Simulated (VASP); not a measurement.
A run of VASP 6.6.1 is set up as follows.

Contents of INCAR:

```
SYSTEM = Ge3Pt
ALGO = Normal ; EDIFF = 1E-6
ENCUT = 520 ; GGA = PE
ISIF = 2 ; ISMEAR = 0
LASPH = .TRUE. ; LCHARG = .FALSE.
LREAL = .FALSE. ; LWAVE = .FALSE.
NBANDS = 62 ; NELM = 100
PREC = Accurate ; SIGMA = 0.1
```

Contents of KPOINTS:

```
k-points
0
G
  8 8 8
  0 0 0
```

File POSCAR:

```
Ge3Pt
1.0
    5.2452284769      0.0000000000      0.0000000000
    0.0000000000      5.2452284769      0.0000000000
    0.0000000000      0.0000000000      5.2452284769
Ge Pt
6 2
Direct
    0.2500000000      0.0000000000      0.5000000000
    0.5000000000      0.7500000000      0.0000000000
    0.7500000000      0.0000000000      0.5000000000
    0.5000000000      0.2500000000      0.0000000000
    0.0000000000      0.5000000000      0.7500000000
    0.0000000000      0.5000000000      0.2500000000
    0.0000000000      0.0000000000      0.0000000000
    0.5000000000      0.5000000000      0.5000000000
```

Potentials or basis: VASP PAW PBE potentials, release 64 (Ge_d, Pt).

Launch:

```console
$ cat potpaw_PBE.64/Ge_d/POTCAR potpaw_PBE.64/Pt/POTCAR > POTCAR
$ mpirun -np 1 vasp_std > vasp.out
```

(1) Predict the band gap on the k mesh.

(2) Predict the pressure.

Results:

(1) zero (bands 52 and 53 overlap by 2.29 eV).

(2) -0.1 GPa.

Caveat: spin-orbit coupling is left out, which moves the levels of the heavy elements.
